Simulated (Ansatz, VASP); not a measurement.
Si4B: VASP beside Ansatz

```xyz
5
Lattice="-2.5647 2.5647 2.5647 2.5647 -2.5647 2.5647 2.5647 2.5647 -2.5647" Properties=species:S:1:pos:R:3 pbc="T T T"
Si    1.2824    1.2824   -1.2824
Si    1.2824   -1.2824    1.2824
Si   -1.2824    1.2824    1.2824
Si    1.2824    1.2824    1.2824
B     0.0000    0.0000    0.0000
```

Alike in both runs: functional PBEsol; k mesh 10 × 10 × 10; occupations gaussian, width 0.1 eV; no spin polarisation.

Ansatz relaxed the structure, and its values are those at the end. VASP's run is a single point on that final structure, the one shown.

```csv
,VASP,Ansatz
version,VASP 6.6.1,Ansatz 0.2.0
potentials or method,"VASP PAW PBE potentials, release 64 (Si, B)","scalar-relativistic, plane waves, PAW"
plane-wave cutoff (eV),520,420
valence electrons in the cell,19,19
```

```tsv
	VASP	Ansatz	Ansatz less VASP
gap on the k mesh at the Fermi level (eV)	none	none	-
pressure (GPa)	0.1	0.0	-0.14
```

VASP's potentials were made for PBE, not for PBEsol. A gap of «none» marks a metal or a gap that the smearing closes.
